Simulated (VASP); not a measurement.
## GaN: single point with r2SCAN

Crystal: GaN.

```
Ga N
1.0
     2.21471    2.21471    0.00000
    -2.21471    2.21471    0.00000
     0.00000    2.21471    2.21471
Ga N
1 1
Direct
  0.00000 0.00000 0.00000
  0.25000 0.75000 0.50000
```

```
Program             : VASP 6.6.1
Task                : single point
Functional          : r2SCAN
Potentials or basis : VASP PAW PBE potentials, release 64 (Ga_d, N_h)
Cutoff              : 1460 eV
k mesh              : 10 × 10 × 10
Occupations         : gaussian, width 0.01 eV
Spin                : no spin polarisation
```

| Property | Result |
| --- | --- |
| Pressure | 11.1 GPa |
| Band gap on the k mesh | 2.46 eV |

Levels at points of the mesh, in eV from the valence-band top:
| k point | band 5 | band 6 | band 7 | band 8 | band 9 | band 10 | band 11 | band 12 | band 13 | band 14 |
| --- | --- | --- | --- | --- | --- | --- | --- | --- | --- | --- |
| (0.00, 0.00, 0.00) | -13.47 | -13.47 | 0.00 | 0.00 | 0.00 | 2.46 | 11.35 | 11.35 | 11.35 | 19.29 |
| (0.50, 0.00, 0.00) | -13.42 | -12.33 | -7.51 | -1.07 | -1.07 | 5.54 | 9.72 | 11.28 | 11.28 | 16.99 |
| (0.50, 0.50, 0.00) | -13.38 | -11.96 | -6.44 | -2.97 | -2.97 | 3.79 | 7.56 | 12.99 | 15.53 | 15.53 |

Wall time 2.3 min on 1 thread of Intel(R) Xeon(R) 6975P-C (Granite Rapids), with other jobs on the host, peak memory 0.31 GiB.

Caveat: the cell stands under pressure; the PAW data sets were made with another functional, which shifts forces and pressure a little.
